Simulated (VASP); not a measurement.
Crystal: HfC.

```
CELL_PARAMETERS angstrom
8.90289 0.00000 0.00000
0.00000 3.11260 0.00000
0.00000 0.00000 3.66690
ATOMIC_POSITIONS crystal
Hf 0.12100 0.25000 0.10600
Hf 0.87900 0.75000 0.89400
Hf 0.37900 0.75000 0.60600
Hf 0.62100 0.25000 0.39400
C 0.85200 0.25000 0.50300
C 0.14800 0.75000 0.49700
C 0.64800 0.75000 0.00300
C 0.35200 0.25000 0.99700
```

| Item | Value |
| --- | --- |
| Program | VASP 6.6.1 |
| Task | relaxation of cell and atoms |
| Functional | PBE |
| Potentials or basis | VASP PAW PBE potentials, release 64 (Hf_pv, C) |
| Cutoff | 600 eV |
| k mesh | 2 × 6 × 6 |
| Occupations | gaussian, width 0.1 eV |
| Spin | no spin polarisation |

At the start: pressure 17.6 GPa; volume 12.70 Å³/atom.

How do energy, volume and symmetry change on relaxing?

Over 29 steps the energy falls by 1284.8 meV/atom and the volume is 12.56 Å³/atom (-1.1 %); space group Pnma (No. 62, to 0.1 Å) before, Fm-3m (No. 225, to 0.1 Å).

Step by step:
| step | energy change (eV) | largest force (eV/Å) | pressure (GPa) | volume (Å³) |
| --- | --- | --- | --- | --- |
| 1 | 0.0000 | 2.9565 | 17.57 | 101.61 |
| 2 | -4.5207 | 1.1963 | -21.36 | 121.10 |
| 3 | -4.7984 | 1.5132 | -16.42 | 117.02 |
| 4 | -5.2693 | 1.9216 | 16.63 | 100.07 |
| 5 | -5.8951 | 1.9166 | -0.95 | 106.87 |
| 6 | -6.8210 | 1.2659 | 4.42 | 102.66 |
| 7 | -6.9274 | 0.8761 | 7.96 | 101.03 |
| 8 | -7.1033 | 1.2802 | -9.10 | 108.07 |
| 9 | -7.1781 | 1.0276 | -3.67 | 105.47 |
| 10 | -7.5068 | 1.1299 | -3.58 | 104.80 |
| 11 | -8.4019 | 1.6773 | -0.84 | 102.65 |
| 12 | -7.6504 | 3.4624 | 18.43 | 97.80 |
| 13 | -8.7122 | 2.2408 | 3.12 | 101.28 |
| 14 | -8.7285 | 2.5310 | 5.55 | 100.60 |
| 15 | -8.8003 | 2.5066 | 5.40 | 100.60 |
| 16 | -8.9886 | 2.4146 | 4.98 | 100.63 |
| 17 | -9.2077 | 2.0857 | 4.49 | 100.67 |
| 18 | -9.2225 | 1.9077 | 4.39 | 100.69 |
| 19 | -9.4259 | 1.6981 | 2.47 | 101.10 |
| 20 | -9.8418 | 1.1876 | -2.35 | 102.30 |
| 21 | -10.0009 | 0.6726 | -8.11 | 104.55 |
| 22 | -10.0288 | 0.7420 | -6.96 | 103.95 |
| 23 | -10.1243 | 0.6618 | -4.13 | 102.47 |
| 24 | -10.1971 | 0.5296 | 1.73 | 99.80 |
| 25 | -10.2385 | 0.3820 | 1.18 | 99.92 |
| 26 | -10.2747 | 0.1516 | 0.35 | 100.15 |
| 27 | -10.2751 | 0.1352 | 0.28 | 100.18 |
| 28 | -10.2774 | 0.0725 | -0.05 | 100.31 |
| 29 | -10.2782 | 0.0334 | -0.38 | 100.45 |

Final structure:
```xyz
8
Lattice="9.2963 0.0000 0.0000 0.0000 3.2870 0.0000 0.0000 0.0000 3.2873" Properties=species:S:1:pos:R:3 pbc="T T T"
Hf    1.1619    0.8218    0.8186
Hf    8.1344    2.4653    2.4686
Hf    3.4862    2.4653    2.4623
Hf    5.8101    0.8218    0.8250
C     8.1364    0.8218    0.8253
C     1.1599    2.4653    2.4619
C     5.8080    2.4653    2.4690
C     3.4883    0.8218    0.8183
```
